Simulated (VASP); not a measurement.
# Ta (Cmcm) in VASP: further runs

Ta is run at these levels: PBE; tasks: single point.

All numbers are computed with VASP 6.6.1; they aren't measurements. Logs are shortened: lines on timing, memory, paths and dates and some standing lists are left out, and cuts for length are marked.

## (1) The cell of the first run

It takes space group Cmcm (No. 63, orthorhombic). The conventional cell has a = 4.671 Å, b = 3.303 Å, c = 4.671 Å, α = 90.00°, β = 90.00°, γ = 90.00°. Within 3.5 Å of Ta (site symmetry m2m) lie 14 Ta at 2.65 to 3.33 Å.

## (2) Single point, PBE (mode 6 (145.8 1/cm) frozen in, largest displacement -0.200 Å)

INCAR

```
SYSTEM = Ta
PREC = Accurate
ENCUT = 500
EDIFF = 1E-6
ISMEAR = 0
SIGMA = 0.15
LREAL = .False.
LASPH = .True.
NELM = 120
ALGO = Normal
ISIF = 2
LWAVE = .False.
LCHARG = .False.
GGA = PE
NBANDS = 18
GGA_COMPAT = .False.
```

KPOINTS

```
regular mesh
0
Gamma
  18 18 10
  0 0 0
```

POSCAR

```
Ta
1.0
   -1.6512800000      1.6512800000      1.6512800000
    1.6512800000     -1.6512800000      1.6512800000
    3.3025600000      3.3025600000      0.0000000000
Ta
2
Direct
    0.0605590814      0.0605590814      0.0000000000
    0.4394409186      0.4394409186      0.5000000000
```

Potentials or basis: VASP PAW PBE potentials, release 64 (Ta_pv).

The run is started by

```sh
cat potpaw_PBE.64/Ta_pv/POTCAR > POTCAR
mpirun -np 1 vasp_std > vasp.out
```

OUTCAR:

```text
SYSTEM = Ta
   PREC = Accurate
   ENCUT = 500
   EDIFF = 1E-6
   ISMEAR = 0
   LREAL = .False.
   LASPH = .True.
   NELM = 120
   ISIF = 2
   GGA = PE

 ion  position               nearest neighbor table
   1  0.061  0.061  0.000-   2 2.65   2 2.65   2 3.11   2 3.11   2 3.33   2 3.33   2 3.33   2 3.33

   2  0.439  0.439  0.500-   1 2.65   1 2.65   1 3.11   1 3.11   1 3.33   1 3.33   1 3.33   1 3.33

  LATTYP: Found a base centered orthorhombic cell.
 ALAT       =     3.3025600000
 B/A-ratio  =     1.4142135624
 C/A-ratio  =     1.4142135624

  Lattice vectors:

 A1 = (  -1.6512800000,   1.6512800000,   1.6512800000)
 A2 = (   1.6512800000,  -1.6512800000,   1.6512800000)
 A3 = (   3.3025600000,   3.3025600000,   0.0000000000)

Analysis of symmetry for initial positions (statically):
=====================================================================
 Subroutine PRICEL returns:
 Original cell was already a primitive cell.

 Routine SETGRP: Setting up the symmetry group for a
 base centered orthorhombic supercell.

 Subroutine GETGRP returns: Found  8 space group operations
 (whereof  4 operations were pure point group operations)
 out of a pool of  8 trial point group operations.

The static configuration has the point symmetry C_2v.
 The point group associated with its full space group is D_2h.

Analysis of symmetry for dynamics (positions and initial velocities):
=====================================================================
 Subroutine PRICEL returns:
 Original cell was already a primitive cell.

 Routine SETGRP: Setting up the symmetry group for a
 base centered orthorhombic supercell.

 Subroutine GETGRP returns: Found  8 space group operations
 (whereof  4 operations were pure point group operations)
 out of a pool of  8 trial point group operations.

The dynamic configuration has the point symmetry C_2v.
 The point group associated with its full space group is D_2h.

 Subroutine INISYM returns: Found  8 space group operations
 (whereof  4 operations are pure point group operations),
 and found     1 'primitive' translations

----------------------------------------------------------------------------------------

                                     Primitive cell

  volume of cell :      36.0207

  direct lattice vectors                    reciprocal lattice vectors
    -1.651280000  1.651280000  1.651280000    -0.151397704  0.151397704  0.302795407
     1.651280000 -1.651280000  1.651280000     0.151397704 -0.151397704  0.302795407
     3.302560000  3.302560000  0.000000000     0.151397704  0.151397704  0.000000000

  length of vectors
     2.860100858  2.860100858  4.670525143     0.370847122  0.370847122  0.214108686

  position of ions in fractional coordinates (direct lattice)
     0.060559081  0.060559081  0.000000000
     0.439440919  0.439440919  0.500000000

  ion indices of the primitive-cell ions
   primitive index   ion index
                 1           1
                 2           2

----------------------------------------------------------------------------------------

 KPOINTS: regular mesh

Automatic generation of k-mesh.
 Grid dimensions read from file:
 generate k-points for:   18   18   10

 Generating k-lattice:

  Cartesian coordinates                     Fractional coordinates (reciprocal lattice)
    -0.008410984  0.008410984  0.016821967     0.055555556  0.000000000  0.000000000
     0.008410984 -0.008410984  0.016821967     0.000000000  0.055555556  0.000000000
     0.015139770  0.015139770  0.000000000     0.000000000  0.000000000  0.100000000

  Length of vectors
     0.020602618  0.020602618  0.021410869

  Shift w.r.t. Gamma in fractional coordinates (k-lattice)
     0.000000000  0.000000000  0.000000000

 Subroutine IBZKPT returns following result:
 ===========================================

 Found    546 irreducible k-points:

 Following reciprocal coordinates:
            Coordinates               Weight
  0.000000  0.000000  0.000000      1.000000
  0.055556  0.000000  0.000000      4.000000
  0.111111  0.000000  0.000000      4.000000
  0.166667  0.000000  0.000000      4.000000
  0.222222  0.000000  0.000000      4.000000
  0.277778  0.000000  0.000000      4.000000
[... 16 lines left out ...]
 -0.277778  0.055556  0.000000      4.000000
 -0.222222  0.055556  0.000000      4.000000
 [... further k-points ...]
   k-points           NKPTS =    546   k-points in BZ     NKDIM =    546   number of bands    NBANDS=     18
   number of dos      NEDOS =    301   number of ions     NIONS =      2
   total plane-waves  NPLWV =  20736
   dimension x,y,z NGX =    24 NGY =   24 NGZ =   36
   dimension x,y,z NGXF=    48 NGYF=   48 NGZF=   72
   ions per type =               2
   NGX,Y,Z   is equivalent  to a cutoff of  13.95, 13.95, 12.81 a.u.
   NGXF,Y,Z  is equivalent  to a cutoff of  27.90, 27.90, 25.63 a.u.
 SYSTEM =  Ta
   PREC   = accura    normal or accurate (medium, high low for compatibility)
   ISTART =      0    job   : 0-new  1-cont  2-samecut
   ICHARG =      2    charge: 1-file 2-atom 10-const
   ISPIN  =      1    spin polarized calculation?
   LNONCOLLINEAR =      F non collinear calculations
   LSORBIT =      F    spin-orbit coupling
   LASPH  =      T    aspherical Exc in radial PAW
   ENCUT  =  500.0 eV  36.75 Ry    6.06 a.u.   5.21  5.21  8.52*2*pi/ulx,y,z
   NELM   =    120;   NELMIN=  2; NELMDL= -5     # of ELM steps
   EDIFF  = 0.1E-05   stopping-criterion for ELM
   LREAL  =      F    real-space projection
   EDIFFG = 0.1E-04   stopping-criterion for IOM
   NSW    =      0    number of steps for IOM
   IBRION =     -1    ionic relax: 0-MD 1-quasi-New 2-CG
   NFREE  =      0    steps in history (QN), initial steepest desc. (CG)
   ISIF   =      2    stress and relaxation
   ISYM   =      2    0-nonsym 1-usesym 2-fastsym
   POTIM  = 0.5000    time-step for ionic-motion
   TEBEG  =    0.0;   TEEND  =   0.0 temperature during run
   PSTRESS=    0.0 pullay stress
   NELECT =      22.0000    total number of electrons
   NUPDOWN=      -1.0000    fix difference up-down
   EMIN   =  10.00;   EMAX   =-10.00  energy-range for DOS
   EFERMI =   0.00;   METHOD = LEGACY
   ISMEAR =     0;   SIGMA  =   0.15  broadening in eV -4-tet -1-fermi 0-gaus
   EFERMI_NEDOS =   21; number of points for ismear=-14 and -15
   IALGO  =     38    algorithm
   IMIX   =      4    mixing-type and parameters
     AMIX     =   0.40;   BMIX     =  1.00
     AMIX_MAG =   1.60;   BMIX_MAG =  1.00
  volume/ion in A,a.u.               =      18.01       121.54
  Fermi-wavevector in a.u.,A,eV,Ry     =   1.388988  2.624806 26.249534  1.929286
  Thomas-Fermi vector in A             =   2.513061
   LORBIT       =      0    0 simple, 1 ext, 2 COOP (PROOUT), +10 PAW based schemes
   GGA     = PE    functional components
   LHFCALC =     F    Hartree Fock is set to
   AEXX    =    0.0000 exact exchange contribution
   IVDW    =     0    specifies the selected vdW correction
   LEPSILON=     F    determine dielectric tensor
   LRPA    =     F    only Hartree local field effects (RPA)
 non-spin polarized calculation
 Gauss-broadening in eV      SIGMA  =   0.15
  energy-cutoff  :      500.00
  volume of cell :       36.02
 maximum number of plane-waves:       932
 NGX is ok and might be reduce to    24
   NGX = 11   NGY = 11   NGZ = 17

 number of electron      22.0000001 magnetization

 Free energy of the ion-electron system (eV)
  ---------------------------------------------------
  ext. energy  EPLUGINS =         0.00000000
  ---------------------------------------------------
  free energy    TOTEN  =       -23.17834026 eV

  energy without entropy =      -23.15027226  energy(sigma->0) =      -23.16430626

 E-fermi :   5.5905     XC(G=0): -12.5972

 val. band max:        5.5904449998   @ k =  -0.0556   0.0556   0.2000
 cond. band min:       5.5905403663   @ k =  -0.0556   0.0556   0.2000
 fundamental gap:      0.0000953665
 Fermi energy:         5.5905240755

 k-point     1 :       0.0000    0.0000    0.0000
  band No.  band energies     occupation
      1     -28.9598      2.00000
      2     -27.9490      2.00000
      3     -27.6310      2.00000
      4     -27.5715      2.00000
      5     -27.5166      2.00000
      6     -27.4550      2.00000
[... 10 lines left out ...]
     17       9.9136      0.00000
     18      11.8664      0.00000

 k-point     2 :       0.0556    0.0000    0.0000
  band No.  band energies     occupation
      1     -28.9506      2.00000
      2     -27.9599      2.00000
      3     -27.6502      2.00000
      4     -27.5864      2.00000
      5     -27.5289      2.00000
      6     -27.4588      2.00000
[... 10 lines left out ...]
     17      10.1201      0.00000
     18      12.0457      0.00000

 k-point     3 :       0.1111    0.0000    0.0000
  band No.  band energies     occupation
      1     -28.9237      2.00000
      2     -27.9955      2.00000
      3     -27.7248      2.00000
      4     -27.6079      2.00000
      5     -27.5608      2.00000
      6     -27.4703      2.00000
[... 10 lines left out ...]
     17      10.3235      0.00000
     18      12.6061      0.00000

 k-point     4 :       0.1667    0.0000    0.0000
  band No.  band energies     occupation
      1     -28.8812      2.00000
      2     -28.0617      2.00000
      3     -27.8488      2.00000
      4     -27.6324      2.00000
      5     -27.5933      2.00000
      6     -27.4890      2.00000
[... 375 lines left out ...]
      4     -27.6949      2.00000
      5     -27.6633      2.00000
      6     -27.5473      2.00000
[... 10 lines left out ...]
     17      10.2401      0.00000
     18      15.1561      0.00000

 k-point    23 :      -0.2778    0.0556    0.0000
  band No.  band energies     occupation
      1     -28.7907      2.00000
      2     -28.2572      2.00000
      3     -28.1341      2.00000
      4     -27.6818      2.00000
      5     -27.6486      2.00000
      6     -27.5161      2.00000
[... 10 lines left out ...]
     17      10.0285      0.00000
     18      15.1178      0.00000

 k-point    24 :      -0.2222    0.0556    0.0000
  band No.  band energies     occupation
      1     -28.8481      2.00000
      2     -28.1414      2.00000
      3     -27.9781      2.00000
      4     -27.6593      2.00000
      5     -27.6362      2.00000
      6     -27.4897      2.00000
[... 10 lines left out ...]
     17      10.2783      0.00000
     18      14.0084      0.00000

 [... further k-points ...]
[... 5 lines left out ...]
  --------------------------------------------------------------------------------------
  -------------------------------------------------------------------------------------
  Total        1.7331850      1.7331850      0.3850010      0.9333996      0.0000000      0.0000000
  in kB       77.0909424     77.0909424     17.1245921     41.5170076      0.0000000      0.0000000
  external PRESSURE =      57.1021590 kB  Pullay stress =       0.0000000 kB

 VOLUME and BASIS-vectors are now :
 -----------------------------------------------------------------------------
  energy-cutoff  :      500.00
  volume of cell :       36.02
      direct lattice vectors                 reciprocal lattice vectors
    -1.651280000  1.651280000  1.651280000    -0.151397704  0.151397704  0.302795407
     1.651280000 -1.651280000  1.651280000     0.151397704 -0.151397704  0.302795407
     3.302560000  3.302560000  0.000000000     0.151397704  0.151397704  0.000000000

 POSITION                                       TOTAL-FORCE (eV/Angst)
 -----------------------------------------------------------------------------------
      0.00000      0.00000      0.20000        -0.000000     -0.000000     -1.767221
      1.65128      1.65128      1.45128         0.000000      0.000000      1.767221
 -----------------------------------------------------------------------------------
    total drift:                                0.000000      0.000000     -0.000000

  FREE ENERGIE OF THE ION-ELECTRON SYSTEM (eV)
  ---------------------------------------------------
  free  energy   TOTEN  =       -23.1783402619 eV

  energy  without entropy=      -23.1502722633  energy(sigma->0) =      -23.16430626
```

It took 77 s on 1 thread of Intel Xeon 6975P-C (Granite Rapids), shared host; peak memory 0.37 GiB.

Results:

| Item | Value |
| --- | --- |
| Free energy | -23.1783 eV |
| Pressure | 5.7 GPa |
| Largest force | 1.767 eV/Å |
| Band gap on the k mesh | zero (band 11 reaches 7.10 eV, above the bottom of band 12 at 4.33 eV) |

Forces on the atoms (eV/Å):
```
Ta   0.000  0.000 -1.767
Ta   0.000  0.000  1.767
```

Stress tensor (GPa, compression positive):
```
7.71 4.15 0.00
4.15 7.71 0.00
0.00 0.00 1.71
```

Caveat: the cell differs from its parent crystal (mode 6 (145.8 1/cm) frozen in, largest displacement -0.200 Å); spin-orbit coupling is left out, which moves the levels of the heavy elements; forces of over 1 eV/Å act on the atoms, so gaps and moduli don't describe the material at rest.

## (3) Single point, PBE (mode 6 (145.8 1/cm) frozen in, largest displacement +0.150 Å)

INCAR

```
ALGO = Normal
EDIFF = 1E-6
ENCUT = 500
GGA = PE
GGA_COMPAT = False
ISIF = 2
ISMEAR = 0
LASPH = True
LCHARG = False
LREAL = False
LWAVE = False
NBANDS = 18
NELM = 120
PREC = Accurate
SIGMA = 0.15
```

KPOINTS

```
k-points
0
Gamma
  18 18 10
```

POSCAR

```
Ta
1.0
   -1.6512800000      1.6512800000      1.6512800000
    1.6512800000     -1.6512800000      1.6512800000
    3.3025600000      3.3025600000      0.0000000000
Ta
2
Direct
   -0.0454193111     -0.0454193111      0.0000000000
    0.5454193111      0.5454193111      0.5000000000
```

Potentials or basis: VASP PAW PBE potentials, release 64 (Ta_pv).

The run is started by

```sh
cat potpaw_PBE.64/Ta_pv/POTCAR > POTCAR
mpirun -np 1 vasp_std > vasp.out
```

Run time: 75 s. Hardware: 1 thread of Intel Xeon 6975P-C (Granite Rapids), shared host; peak memory 0.38 GiB.

Results (log left out):

```yaml
Free_energy: -23.3516 eV
Pressure: 4.7 GPa
Largest_force: 1.651 eV/Å
Band_gap_on_the_k_mesh: zero (band 11 reaches 7.09 eV, above the bottom of band 12 at 4.35 eV)
```

Forces in eV/Å, atoms in the order of the input:
```
Ta   0.000  0.000  1.651
Ta   0.000  0.000 -1.651
```

Stress tensor (GPa, compression positive):
```
5.83 2.74 0.00
2.74 5.83 0.00
0.00 0.00 2.37
```

Levels at points of the mesh, in eV from the Fermi level:
| k point | band 8 | band 9 | band 10 | band 11 | band 12 | band 13 | band 14 | band 15 |
| --- | --- | --- | --- | --- | --- | --- | --- | --- |
| (0.00, 0.00, 0.00) | -4.34 | -1.47 | 0.42 | 0.44 | 0.87 | 1.62 | 3.72 | 3.83 |
| (0.50, 0.00, 0.00) | -2.75 | -2.23 | -0.84 | -0.67 | -0.47 | 3.17 | 3.90 | 4.20 |
| (0.50, 0.50, 0.00) | -3.93 | -3.71 | -1.27 | 1.53 | 2.92 | 4.92 | 5.41 | 6.81 |
| (0.00, 0.00, 0.50) | -5.69 | -0.71 | -0.71 | -0.45 | -0.45 | 3.21 | 3.21 | 3.87 |
| (0.50, 0.00, 0.50) | -4.41 | -1.73 | -1.73 | 1.53 | 1.53 | 3.91 | 3.91 | 4.74 |
| (0.50, 0.50, 0.50) | -3.12 | -1.98 | -1.98 | 0.21 | 0.21 | 2.95 | 2.95 | 7.21 |

Caveat: the cell differs from its parent crystal (mode 6 (145.8 1/cm) frozen in, largest displacement +0.150 Å); spin-orbit coupling is left out, which moves the levels of the heavy elements; forces of over 1 eV/Å act on the atoms, so gaps and moduli don't describe the material at rest.

## (4) Single point, PBE (mode 6 (145.8 1/cm) frozen in, largest displacement -0.100 Å)

INCAR

```
  PREC = Accurate
  ENCUT = 500
  EDIFF = 1E-6
  ISMEAR = 0
  SIGMA = 0.15
  LREAL = F
  LASPH = T
  NELM = 120
  ALGO = Normal
  ISIF = 2
  LWAVE = F
  LCHARG = F
  GGA = PE
  NBANDS = 18
  GGA_COMPAT = F
```

KPOINTS

```
regular mesh
0
Gamma
  18 18 10
```

POSCAR

```
Ta
1.0
   -1.6512800000      1.6512800000      1.6512800000
    1.6512800000     -1.6512800000      1.6512800000
    3.3025600000      3.3025600000      0.0000000000
Ta
2
Direct
    0.0302795407      0.0302795407      0.0000000000
    0.4697204593      0.4697204593      0.5000000000
```

The run is started by

```sh
cat potpaw_PBE.64/Ta_pv/POTCAR > POTCAR
mpirun -np 1 vasp_std > vasp.out
```

Wall time 76 s (1 thread of Intel Xeon 6975P-C (Granite Rapids), shared host); peak memory 0.37 GiB.

It converged, with:

```yaml
Free_energy: -23.4996 eV
Pressure: 3.9 GPa
Largest_force: 1.272 eV/Å
Band_gap_on_the_k_mesh: zero (band 11 reaches 7.08 eV, above the bottom of band 12 at 4.37 eV)
```

Forces in eV/Å, atoms in the order of the input:
```
Ta   0.000  0.000 -1.272
Ta   0.000  0.000  1.272
```

Stress tensor (GPa, compression positive):
```
4.41 1.46 0.00
1.46 4.41 0.00
0.00 0.00 2.81
```

Levels at points of the mesh, in eV from the Fermi level:
```
           k point  band 9  band 10  band 11  band 12  band 13  band 14
(0.00, 0.00, 0.00)   -1.52     0.59     0.60     0.80     1.59     3.86
(0.50, 0.00, 0.00)   -1.95    -0.93    -0.72    -0.49     3.35     3.80
(0.50, 0.50, 0.00)   -3.77    -1.42     1.56     3.42     4.92     6.12
(0.00, 0.00, 0.50)   -0.63    -0.63    -0.27    -0.27     3.26     3.26
(0.50, 0.00, 0.50)   -1.63    -1.63     1.56     1.56     3.90     3.90
(0.50, 0.50, 0.50)   -1.94    -1.94     0.54     0.54     2.44     2.44
```

Caveat: the cell differs from its parent crystal (mode 6 (145.8 1/cm) frozen in, largest displacement -0.100 Å); spin-orbit coupling is left out, which moves the levels of the heavy elements; forces of over 1 eV/Å act on the atoms, so gaps and moduli don't describe the material at rest.

## (5) Single point, PBE (mode 6 (145.8 1/cm) frozen in, largest displacement +0.175 Å)

INCAR

```
SYSTEM = Ta
PREC = Accurate
ENCUT = 500
EDIFF = 1E-6
ISMEAR = 0
SIGMA = 0.15
LREAL = .False.
LASPH = .True.
NELM = 120
ALGO = Normal
ISIF = 2
LWAVE = .False.
LCHARG = .False.
GGA = PE
NBANDS = 18
GGA_COMPAT = .False.
```

KPOINTS

```
regular mesh
0
Gamma
  18 18 10
  0 0 0
```

POSCAR

```
Ta
1.0
   -1.6512800000      1.6512800000      1.6512800000
    1.6512800000     -1.6512800000      1.6512800000
    3.3025600000      3.3025600000      0.0000000000
Ta
2
Direct
   -0.0529891963     -0.0529891963      0.0000000000
    0.5529891963      0.5529891963      0.5000000000
```

The run is started by

```sh
cat potpaw_PBE.64/Ta_pv/POTCAR > POTCAR
mpirun -np 1 vasp_std > vasp.out
```

Run time: 76 s. Hardware: 1 thread of Intel Xeon 6975P-C (Granite Rapids), shared host; peak memory 0.37 GiB.

It converged, with:

- Free energy: -23.2664 eV
- Pressure: 5.2 GPa
- Largest force: 1.745 eV/Å
- Band gap on the k mesh: zero (band 11 reaches 7.10 eV, above the bottom of band 12 at 4.34 eV)

Forces in eV/Å, atoms in the order of the input:
```
Ta   0.000  0.000  1.745
Ta   0.000  0.000 -1.745
```

Stress tensor (GPa, compression positive):
```
6.70 3.43 0.00
3.43 6.70 0.00
0.00 0.00 2.07
```

Levels at points of the mesh, in eV from the Fermi level:
| k point | band 8 | band 9 | band 10 | band 11 | band 12 | band 13 | band 14 | band 15 |
| --- | --- | --- | --- | --- | --- | --- | --- | --- |
| (0.00, 0.00, 0.00) | -4.32 | -1.44 | 0.31 | 0.34 | 0.92 | 1.66 | 3.64 | 3.81 |
| (0.50, 0.00, 0.00) | -2.70 | -2.37 | -0.91 | -0.52 | -0.46 | 3.07 | 3.97 | 4.12 |
| (0.50, 0.50, 0.00) | -3.97 | -3.67 | -1.16 | 1.52 | 2.64 | 4.93 | 5.02 | 6.81 |
| (0.00, 0.00, 0.50) | -5.70 | -0.76 | -0.76 | -0.55 | -0.55 | 3.19 | 3.19 | 4.00 |
| (0.50, 0.00, 0.50) | -4.41 | -1.79 | -1.79 | 1.51 | 1.51 | 3.91 | 3.91 | 4.70 |
| (0.50, 0.50, 0.50) | -3.17 | -2.00 | -2.00 | 0.07 | 0.07 | 3.22 | 3.22 | 7.18 |

Caveat: the cell differs from its parent crystal (mode 6 (145.8 1/cm) frozen in, largest displacement +0.175 Å); spin-orbit coupling is left out, which moves the levels of the heavy elements; forces of over 1 eV/Å act on the atoms, so gaps and moduli don't describe the material at rest.
